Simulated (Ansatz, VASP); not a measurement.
# Two plane-wave programs on GaSb3

Contents of INCAR:

```
PREC = Accurate
ENCUT = 520
EDIFF = 1E-6
ISMEAR = 0
SIGMA = 0.2
LREAL = F
LASPH = T
NELM = 60
ALGO = Normal
ISIF = 2
LWAVE = F
LCHARG = F
GGA = PE
NBANDS = 38
```

Contents of KPOINTS:

```
Automatic mesh
0
Gamma
  6 6 2
```

The input POSCAR:

```
GaSb3
1.0
    4.3972610889      0.0000000000      0.0000000000
   -2.1986305445      3.8081398100      0.0000000000
    0.0000000000      0.0000000000     14.8155864674
Ga Sb
2 6
Direct
    0.3333333333      0.6666666667      0.0649147232
    0.6666666667      0.3333333333      0.3075489180
    0.0000000000      0.0000000000      0.9996706412
    0.3333333333      0.6666666667      0.2491145935
    0.6666666667      0.3333333333      0.4926501904
    0.0000000000      0.0000000000      0.5927607346
    0.3333333333      0.6666666667      0.7403432059
    0.6666666667      0.3333333333      0.8439969930
```

Input for Ansatz:

```yaml
crystal:
  lattice:
    - [4.3972610889, 0.0, 0.0]
    - [-2.1986305445, 3.80813981, 0.0]
    - [0.0, 0.0, 14.8155864674]
  atoms:
    - { symbol: Ga, position: [0.3333333333, 0.6666666667, 0.0649147232] }
    - { symbol: Ga, position: [0.6666666667, 0.3333333333, 0.307548918] }
    - { symbol: Sb, position: [0.0, 0.0, 0.9996706412] }
    - { symbol: Sb, position: [0.3333333333, 0.6666666667, 0.2491145935] }
    - { symbol: Sb, position: [0.6666666667, 0.3333333333, 0.4926501904] }
    - { symbol: Sb, position: [0.0, 0.0, 0.5927607346] }
    - { symbol: Sb, position: [0.3333333333, 0.6666666667, 0.7403432059] }
    - { symbol: Sb, position: [0.6666666667, 0.3333333333, 0.843996993] }
basis:
  ecutwfc: 420
kpoints:
  mp_grid: { grid: [6, 6, 2] }
hamiltonian:
  xc: pbe
scf:
  occupations: { method: gaussian, width: 0.2 }
  lower_state_search: "off"
output:
  forces: true
  stress: true
  eigenvalues: true
```

Alike in both runs: task single point; functional PBE; k mesh 6 × 6 × 2; occupations gaussian, width 0.2 eV; no spin polarisation.

```csv
,VASP,Ansatz
version,VASP 6.6.1,Ansatz 0.2.0
potentials or method,"VASP PAW PBE potentials, release 64 (Ga_d, Sb), cutoff 520 eV","scalar-relativistic, plane waves, PAW"
valence electrons in the cell,56,116
```

|  | VASP | Ansatz | Ansatz less VASP |
| --- | --- | --- | --- |
| gap on the k mesh at the Fermi level (eV) | none | none | - |
| pressure (GPa) | 0.0 | 0.0 | -0.04 |
| traceless stress, the component that is largest in VASP (GPa) | -0.08 | -0.06 | +0.023 |
| rms of the force components (eV/Å) | 0.025 | 0.025 | +0.0001 |

Atom by atom the forces differ by 0.011 eV/Å (rms over components). A gap of «none» marks a metal or a gap that the smearing closes. The functional is the same, so the differences come from potentials, cutoffs and numerics. VASP's potentials hold 56 valence electrons a cell and Ansatz's 116, so a difference there can come from the potentials and not from the codes.

Neither program's run includes spin-orbit coupling.
